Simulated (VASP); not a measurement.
# Sn2PW3 (R-3m) in VASP: further runs

Runs on Sn2PW3. Level: PBE. Tasks: single point.

Program: VASP 6.6.1. These are calculated values, not measurements. Logs are shortened: lines on timing, memory, paths and dates and some standing lists are left out, and cuts for length are marked.

## Step 1: The cell of the first run

It takes space group R-3m (No. 166, trigonal). The conventional cell has a = 6.255 Å, b = 6.255 Å, c = 12.767 Å, α = 90.00°, β = 90.00°, γ = 120.00°. Sn (site symmetry 3m) has 3 W at 2.09 Å within 2.8 Å. P (site symmetry -3m) has 6 W at 3.13 Å and 8 Sn at 3.21 to 3.76 Å within 4.1 Å. W (site symmetry 2/m) has 2 Sn at 2.09 Å within 2.8 Å.

The cell was generated, and may not be a known phase.

## Step 2: Single point, PBE

INCAR

```
PREC     = Accurate       # precision mode
ENCUT    = 520            # plane-wave cutoff, eV
EDIFF    = 1E-6           # SCF threshold, eV
ISMEAR   = 0              # smearing method
SIGMA    = 0.1            # smearing width, eV
LREAL    = False          # projectors in reciprocal space
LASPH    = True           # aspherical terms in the spheres
NELM     = 80             # most SCF steps
ALGO     = Normal         # electronic algorithm
ISIF     = 2              # what is computed and relaxed
LWAVE    = False          # write WAVECAR
LCHARG   = False          # write CHGCAR
GGA      = PE             # functional
NBANDS   = 46             # bands
```

KPOINTS

```
regular mesh
0
Gamma
  3 3 3
```

POSCAR

```
Sn2PW3
1.0
    3.1276737400      1.8057632700      4.2557535800
   -3.1276737400      1.8057632700      4.2557535800
    0.0000000000     -3.6115265500      4.2557535800
Sn P W
2 1 3
Direct
    0.7514807600      0.7514807600      0.7514807600
    0.2485192400      0.2485192400      0.2485192400
    0.5000000000      0.5000000000      0.5000000000
    0.0000000000      0.0000000000      0.5000000000
    0.5000000000      0.0000000000      0.0000000000
    0.0000000000      0.5000000000      0.0000000000
```

Potentials or basis: VASP PAW PBE potentials, release 64 (Sn_d, P, W_sv).

Run with:

```console
$ cat potpaw_PBE.64/Sn_d/POTCAR potpaw_PBE.64/P/POTCAR potpaw_PBE.64/W_sv/POTCAR > POTCAR
$ mpirun -np 1 vasp_std > vasp.out
```

OUTCAR:

```text
PREC = Accurate
   ENCUT = 520
   EDIFF = 1E-6
   ISMEAR = 0
   LREAL = False
   LASPH = True
   NELM = 80
   ISIF = 2
   GGA = PE

 ion  position               nearest neighbor table
   1  0.751  0.751  0.751-   4 2.09   5 2.09   6 2.09   3 3.21
   2  0.249  0.249  0.249-   4 2.09   5 2.09   6 2.09   3 3.21
   3  0.500  0.500  0.500-   5 3.13   6 3.13   5 3.13   6 3.13   4 3.13   4 3.13   1 3.21   2 3.21

   4  0.000  0.000  0.500-   1 2.09   2 2.09   5 3.13   6 3.13   6 3.13   5 3.13   3 3.13   3 3.13

   5  0.500  0.000  0.000-   1 2.09   2 2.09   3 3.13   4 3.13   3 3.13   4 3.13   6 3.13   6 3.13

   6  0.000  0.500  0.000-   1 2.09   2 2.09   3 3.13   4 3.13   4 3.13   3 3.13   5 3.13   5 3.13

  LATTYP: Found a trigonal (rhomboedric) cell.
 ALAT       =     5.5816272309
 COS(alpha) =     0.3720121725

  Lattice vectors:

 A1 = (   3.1276737400,   1.8057632700,   4.2557535800)
 A2 = (  -3.1276737400,   1.8057632700,   4.2557535800)
 A3 = (   0.0000000000,  -3.6115265500,   4.2557535800)

Analysis of symmetry for initial positions (statically):
=====================================================================
 Subroutine PRICEL returns:
 Original cell was already a primitive cell.

 Routine SETGRP: Setting up the symmetry group for a
 trigonal (rhombohedral) supercell.

 Subroutine GETGRP returns: Found 12 space group operations
 (whereof 12 operations were pure point group operations)
 out of a pool of 12 trial point group operations.

The static configuration has the point symmetry D_3d.

Analysis of symmetry for dynamics (positions and initial velocities):
=====================================================================
 Subroutine PRICEL returns:
 Original cell was already a primitive cell.

 Routine SETGRP: Setting up the symmetry group for a
 trigonal (rhombohedral) supercell.

 Subroutine GETGRP returns: Found 12 space group operations
 (whereof 12 operations were pure point group operations)
 out of a pool of 12 trial point group operations.

The dynamic configuration has the point symmetry D_3d.

 Subroutine INISYM returns: Found 12 space group operations
 (whereof 12 operations are pure point group operations),
 and found     1 'primitive' translations

----------------------------------------------------------------------------------------

                                     Primitive cell

  volume of cell :     144.2149

  direct lattice vectors                    reciprocal lattice vectors
     3.127673740  1.805763270  4.255753580     0.159863222  0.092297074  0.078325337
    -3.127673740  1.805763270  4.255753580    -0.159863222  0.092297074  0.078325337
     0.000000000 -3.611526550  4.255753580     0.000000000 -0.184594148  0.078325337

  length of vectors
     5.581627231  5.581627231  5.581627232     0.200523958  0.200523958  0.200523959

  position of ions in fractional coordinates (direct lattice)
     0.751480760  0.751480760  0.751480760
     0.248519240  0.248519240  0.248519240
     0.500000000  0.500000000  0.500000000
     0.000000000  0.000000000  0.500000000
     0.500000000  0.000000000  0.000000000
     0.000000000  0.500000000  0.000000000

  ion indices of the primitive-cell ions
   primitive index   ion index
                 1           1
                 2           2
                 3           3
                 4           4
                 5           5
                 6           6

----------------------------------------------------------------------------------------

 KPOINTS: regular mesh

Automatic generation of k-mesh.
 Grid dimensions read from file:
 generate k-points for:    3    3    3

 Generating k-lattice:

  Cartesian coordinates                     Fractional coordinates (reciprocal lattice)
     0.053287741  0.030765691  0.026108446     0.333333333  0.000000000  0.000000000
    -0.053287741  0.030765691  0.026108446     0.000000000  0.333333333  0.000000000
     0.000000000 -0.061531383  0.026108446     0.000000000  0.000000000  0.333333333

  Length of vectors
     0.066841319  0.066841319  0.066841320

  Shift w.r.t. Gamma in fractional coordinates (k-lattice)
     0.000000000  0.000000000  0.000000000

 Subroutine IBZKPT returns following result:
 ===========================================

 Found      6 irreducible k-points:

 Following reciprocal coordinates:
            Coordinates               Weight
  0.000000  0.000000  0.000000      1.000000
  0.333333 -0.000000  0.000000      6.000000
  0.333333  0.333333  0.000000      6.000000
 -0.333333  0.333333  0.000000      6.000000
  0.333333  0.333333  0.333333      2.000000
 -0.333333  0.333333  0.333333      6.000000
   k-points           NKPTS =      6   k-points in BZ     NKDIM =      6   number of bands    NBANDS=     46
   number of dos      NEDOS =    301   number of ions     NIONS =      6
   total plane-waves  NPLWV =  74088
   dimension x,y,z NGX =    42 NGY =   42 NGZ =   42
   dimension x,y,z NGXF=    84 NGYF=   84 NGZF=   84
   ions per type =               2   1   3
   NGX,Y,Z   is equivalent  to a cutoff of  12.51, 12.51, 12.51 a.u.
   NGXF,Y,Z  is equivalent  to a cutoff of  25.02, 25.02, 25.02 a.u.
 SYSTEM =  unknown system
   PREC   = accura    normal or accurate (medium, high low for compatibility)
   ISTART =      0    job   : 0-new  1-cont  2-samecut
   ICHARG =      2    charge: 1-file 2-atom 10-const
   ISPIN  =      1    spin polarized calculation?
   LNONCOLLINEAR =      F non collinear calculations
   LSORBIT =      F    spin-orbit coupling
   LASPH  =      T    aspherical Exc in radial PAW
   ENCUT  =  520.0 eV  38.22 Ry    6.18 a.u.  10.38 10.38 10.38*2*pi/ulx,y,z
   NELM   =     80;   NELMIN=  2; NELMDL= -5     # of ELM steps
   EDIFF  = 0.1E-05   stopping-criterion for ELM
   LREAL  =      F    real-space projection
   EDIFFG = 0.1E-04   stopping-criterion for IOM
   NSW    =      0    number of steps for IOM
   IBRION =     -1    ionic relax: 0-MD 1-quasi-New 2-CG
   NFREE  =      0    steps in history (QN), initial steepest desc. (CG)
   ISIF   =      2    stress and relaxation
   ISYM   =      2    0-nonsym 1-usesym 2-fastsym
   POTIM  = 0.5000    time-step for ionic-motion
   TEBEG  =    0.0;   TEEND  =   0.0 temperature during run
   PSTRESS=    0.0 pullay stress
   NELECT =      75.0000    total number of electrons
   NUPDOWN=      -1.0000    fix difference up-down
   EMIN   =  10.00;   EMAX   =-10.00  energy-range for DOS
   EFERMI =   0.00;   METHOD = LEGACY
   ISMEAR =     0;   SIGMA  =   0.10  broadening in eV -4-tet -1-fermi 0-gaus
   EFERMI_NEDOS =   21; number of points for ismear=-14 and -15
   IALGO  =     38    algorithm
   IMIX   =      4    mixing-type and parameters
     AMIX     =   0.40;   BMIX     =  1.00
     AMIX_MAG =   1.60;   BMIX_MAG =  1.00
  volume/ion in A,a.u.               =      24.04       162.20
  Fermi-wavevector in a.u.,A,eV,Ry     =   1.316513  2.487849 23.581717  1.733207
  Thomas-Fermi vector in A             =   2.446620
   LORBIT       =      0    0 simple, 1 ext, 2 COOP (PROOUT), +10 PAW based schemes
   GGA     = PE    functional components
   LHFCALC =     F    Hartree Fock is set to
   AEXX    =    0.0000 exact exchange contribution
   IVDW    =     0    specifies the selected vdW correction
   LEPSILON=     F    determine dielectric tensor
   LRPA    =     F    only Hartree local field effects (RPA)
 non-spin polarized calculation
 Gauss-broadening in eV      SIGMA  =   0.10
  energy-cutoff  :      520.00
  volume of cell :      144.21
 maximum number of plane-waves:      3915
 NGX is ok and might be reduce to    42
   NGX = 21   NGY = 21   NGZ = 21

 number of electron      75.0000007 magnetization

 Free energy of the ion-electron system (eV)
  ---------------------------------------------------
  ext. energy  EPLUGINS =         0.00000000
  ---------------------------------------------------
  free energy    TOTEN  =       -16.80027850 eV

  energy without entropy =      -16.77104305  energy(sigma->0) =      -16.78566077

 E-fermi :   6.4272     XC(G=0): -10.3714

 val. band max:        6.4188294812   @ k =   0.3333  -0.0000   0.0000
 cond. band min:       6.5297862447   @ k =   0.0000   0.0000   0.0000
 fundamental gap:      0.1109567635
 Fermi energy:         6.4272156371

 k-point     1 :       0.0000    0.0000    0.0000
  band No.  band energies     occupation
      1     -67.5937      2.00000
      2     -67.5764      2.00000
      3     -67.5764      2.00000
      4     -32.9081      2.00000
      5     -32.7543      2.00000
      6     -32.7543      2.00000
[... 38 lines left out ...]
     45       8.2570      0.00000
     46       8.9745      0.00000

 k-point     2 :       0.3333   -0.0000    0.0000
  band No.  band energies     occupation
      1     -67.5900      2.00000
      2     -67.5801      2.00000
      3     -67.5764      2.00000
      4     -32.8739      2.00000
      5     -32.7836      2.00000
      6     -32.7517      2.00000
[... 38 lines left out ...]
     45       8.5946      0.00000
     46       9.1523      0.00000

 k-point     3 :       0.3333    0.3333    0.0000
  band No.  band energies     occupation
      1     -67.5900      2.00000
      2     -67.5801      2.00000
      3     -67.5764      2.00000
      4     -32.8740      2.00000
      5     -32.7836      2.00000
      6     -32.7516      2.00000
[... 38 lines left out ...]
     45       8.4143      0.00000
     46       9.9460      0.00000

 k-point     4 :      -0.3333    0.3333    0.0000
  band No.  band energies     occupation
      1     -67.5850      2.00000
      2     -67.5850      2.00000
      3     -67.5764      2.00000
      4     -32.8281      2.00000
      5     -32.8281      2.00000
      6     -32.7493      2.00000
[... 38 lines left out ...]
     45       9.0824      0.00000
     46       9.2406      0.00000

 k-point     5 :       0.3333    0.3333    0.3333
  band No.  band energies     occupation
      1     -67.5936      2.00000
      2     -67.5764      2.00000
      3     -67.5764      2.00000
      4     -32.9084      2.00000
      5     -32.7542      2.00000
      6     -32.7542      2.00000
[... 38 lines left out ...]
     45       8.3495      0.00000
     46       8.9474      0.00000

 k-point     6 :      -0.3333    0.3333    0.3333
  band No.  band energies     occupation
      1     -67.5900      2.00000
      2     -67.5801      2.00000
      3     -67.5764      2.00000
      4     -32.8741      2.00000
      5     -32.7835      2.00000
      6     -32.7516      2.00000
[... 38 lines left out ...]
     45       8.5954      0.00000
     46       9.4815      0.00000

------------------------ aborting loop because EDIFF is reached ----------------------------------------

  FORCE on cell =-STRESS in cart. coord.  units (eV):
  Direction    XX          YY          ZZ          XY          YZ          ZX
  --------------------------------------------------------------------------------------
  -------------------------------------------------------------------------------------
  Total       61.6815021     61.6815020     52.9402143      0.0000000     -0.0000000      0.0000000
  in kB      685.2602509    685.2602491    588.1475527      0.0000000     -0.0000005      0.0000000
  external PRESSURE =     652.8893509 kB  Pullay stress =       0.0000000 kB

 VOLUME and BASIS-vectors are now :
 -----------------------------------------------------------------------------
  energy-cutoff  :      520.00
  volume of cell :      144.21
      direct lattice vectors                 reciprocal lattice vectors
     3.127673740  1.805763270  4.255753580     0.159863222  0.092297074  0.078325337
    -3.127673740  1.805763270  4.255753580    -0.159863222  0.092297074  0.078325337
     0.000000000 -3.611526550  4.255753580     0.000000000 -0.184594148  0.078325337

 POSITION                                       TOTAL-FORCE (eV/Angst)
 -----------------------------------------------------------------------------------
      0.00000     -0.00000      9.59435        -0.000000      0.000000    -26.742671
      0.00000     -0.00000      3.17291        -0.000000     -0.000000     26.742671
      0.00000     -0.00000      6.38363        -0.000000      0.000000     -0.000000
      0.00000     -1.80576      2.12788         0.000000      0.000000      0.000000
      1.56384      0.90288      2.12788        -0.000000      0.000000      0.000000
     -1.56384      0.90288      2.12788        -0.000000      0.000000     -0.000000
 -----------------------------------------------------------------------------------
    total drift:                               -0.000000      0.000000     -0.000000

  FREE ENERGIE OF THE ION-ELECTRON SYSTEM (eV)
  ---------------------------------------------------
  free  energy   TOTEN  =       -16.8002784981 eV

  energy  without entropy=      -16.7710430497  energy(sigma->0) =      -16.78566077
```

Run time: 68 s. Hardware: 1 thread of Intel Xeon 6975P-C (Granite Rapids), shared host; peak memory 0.26 GiB.

What came out:

```
Free energy            : -16.8003 eV
Pressure               : 65.3 GPa
Largest force          : 26.743 eV/Å
Band gap on the k mesh : zero (an odd number of electrons rules out a gap without spin polarisation)
```

Forces in eV/Å, atoms in the order of the input:
```
Sn    0.000   0.000 -26.743
Sn    0.000   0.000  26.743
P     0.000   0.000   0.000
W     0.000   0.000   0.000
W     0.000   0.000   0.000
W     0.000   0.000   0.000
```

Stress tensor (GPa, compression positive):
```
68.53  0.00  0.00
 0.00 68.53  0.00
 0.00  0.00 58.81
```

Caveat: the k points lie up to 0.42 Å⁻¹ apart, too coarse for converged energies and pressures of a metal; spin-orbit coupling is left out, which moves the levels of the heavy elements; forces of over 1 eV/Å act on the atoms, so gaps and moduli don't describe the material at rest.

## Step 3: Single point, PBE

This run uses another cell than the first one, of 24.49 Å³/atom.

INCAR

```
SYSTEM = Sn2PW3
PREC = Accurate ; ENCUT = 520
EDIFF = 1E-6 ; ISMEAR = 0
SIGMA = 0.1 ; LREAL = .FALSE.
LASPH = .TRUE. ; NELM = 60
ALGO = Normal ; ISIF = 2
LWAVE = .FALSE. ; LCHARG = .FALSE.
GGA = PE ; NBANDS = 46
```

KPOINTS

```
Automatic mesh
0
G
  3 3 3
  0 0 0
```

POSCAR

```
Sn2PW3
1.0
    2.5659506009      1.4814522676      6.4426038639
   -2.5659506009      1.4814522676      6.4426038639
    0.0000000000     -2.9629045428      6.4426038621
Sn P W
2 1 3
Direct
    0.7013880549      0.7013880549      0.7013880549
    0.2986119451      0.2986119451      0.2986119451
    0.5000000000      0.5000000000      0.5000000000
    0.0000000000      0.0000000000      0.5000000000
    0.5000000000      0.0000000000      0.0000000000
    0.0000000000      0.5000000000      0.0000000000
```

Potentials or basis: VASP PAW PBE potentials, release 64 (Sn_d, P, W_sv).

Run with:

```console
$ cat potpaw_PBE.64/Sn_d/POTCAR potpaw_PBE.64/P/POTCAR potpaw_PBE.64/W_sv/POTCAR > POTCAR
$ mpirun -np 1 vasp_std > vasp.out
```

Run time: 2.2 min. Hardware: 1 thread of Intel Xeon 6975P-C (Granite Rapids), shared host; peak memory 0.36 GiB.

Results (log left out):

- Free energy: -47.5002 eV
- Pressure: 0.5 GPa
- Largest force: 0.025 eV/Å
- Band gap on the k mesh: zero (an odd number of electrons rules out a gap without spin polarisation)

Forces in eV/Å, atoms in the order of the input:
```
Sn   0.000  0.000  0.025
Sn   0.000  0.000 -0.025
P    0.000  0.000  0.000
W    0.000  0.000  0.000
W    0.000  0.000  0.000
W    0.000  0.000  0.000
```

Stress tensor (GPa, compression positive):
```
0.64 0.00 0.00
0.00 0.64 0.00
0.00 0.00 0.35
```

Levels at points of the mesh, in eV from the Fermi level:
```
           k point  band 33  band 34  band 35  band 36  band 37  band 38  band 39  band 40  band 41  band 42
(0.00, 0.00, 0.00)    -2.68    -2.48    -1.58    -0.68    -0.68     1.46     1.46     1.63     1.94     1.95
```

Caveat: the k points lie up to 0.48 Å⁻¹ apart, too coarse for converged energies and pressures of a metal; spin-orbit coupling is left out, which moves the levels of the heavy elements.

The gap in the log of VASP goes by the Fermi energy; the results here count the filled bands.